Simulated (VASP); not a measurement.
Here is a VASP 6.6.1 calculation.

Contents of INCAR:

```
PREC = Accurate
ENCUT = 520
EDIFF = 1E-6
ISMEAR = -1
SIGMA = 0.36
LREAL = Auto
LASPH = True
NELM = 80
ALGO = Normal
ISIF = 2
LWAVE = False
LCHARG = False
GGA = PE
NBANDS = 122
```

Contents of KPOINTS:

```
Automatic mesh
0
Gamma
  2 2 1
```

The input POSCAR:

```
MoS2
1.0
   -3.3002220000     -5.7161520000      0.0000000000
    4.9503330000     -2.8580760000      0.0000000000
    0.0000000000      0.0000000000     12.8865820000
Mo S
8 16
Direct
    0.6366051537      0.2218514055      0.3170662321
    0.2855086951      0.8399317938      0.7553981343
    0.3618444822      0.7545082564      0.2164577077
    0.0243742980      0.4271309818      0.6793422802
    0.0124036284      0.3501652772      0.2784446644
   -0.2248906605      0.7798285276      0.7822089674
    0.8769165846      0.8713594428      0.2451387032
    0.7134655979      0.2065103221      0.8364126345
    0.2829362245      0.5664977190      0.5911808112
    0.6586328967      0.6054612439      0.2533720734
    0.4657485064      0.5452306880      0.8281404642
    0.6482062608      0.4828613676      0.4518032788
    0.0237136225      1.0399826070      0.6430487153
    0.7419755137      0.2141843617      0.1546880313
    0.3571449920      0.7704850885      1.0265018296
    0.2849959353      0.1249511610      0.2471407857
   -0.2770655144      0.4934258552      0.6267992552
    0.1036215084      0.6232457456      0.0901325115
    0.0015134929      0.4554632714      0.8671577925
    0.1661397547      0.6410675955      0.3678089349
    0.5761477065      1.0390039087      0.6953046200
    1.3622090663      0.0885581494     -0.1334178450
    0.7841680944      0.8392624894      0.9501278151
    0.8000612678     -0.0702821815      0.4102717074
```

Potentials or basis: VASP PAW PBE potentials, release 64 (Mo_sv, S).

Command:

```console
$ cat potpaw_PBE.64/Mo_sv/POTCAR potpaw_PBE.64/S/POTCAR > POTCAR
$ mpirun -np 1 vasp_std > vasp.out
```

Estimate the pressure.

8.4 GPa.

Predict the largest force.

4.216 eV/Å.

Predict the band gap on the k mesh.

0.07 eV (least direct gap 0.09 eV).

Forces in eV/Å, atoms in the order of the input:
```
Mo   0.276  2.129  2.326
Mo  -1.282  1.932 -3.404
Mo   0.763  1.432 -0.877
Mo  -1.347 -0.897  1.316
Mo   0.544  0.127 -1.263
Mo  -2.484  1.081 -1.778
Mo  -0.898 -3.586 -1.212
Mo   1.165 -0.270  2.310
S    0.542 -0.451 -0.022
S   -0.558  2.106 -0.331
S   -1.367 -1.033  0.456
S    0.209  0.144  0.231
S   -1.087  0.306  0.934
S   -2.067 -1.035 -2.438
S   -0.312 -0.550  0.957
S    0.515 -0.795  0.334
S    1.129  0.460 -0.471
S    0.217  0.789  1.415
S   -0.298  0.333 -1.090
S    0.491 -0.407 -0.427
S    0.443  0.661 -3.077
S    2.107 -0.746  3.575
S    2.445 -1.136  0.975
S    0.852 -0.596  1.563
```

Caveat: the k points lie up to 0.55 Å⁻¹ apart; the atoms stand as in a frame of molecular dynamics; an odd mesh through Γ misses points on the zone boundary, where band edges can lie; forces of over 1 eV/Å act on the atoms, so gaps and moduli don't describe the material at rest.
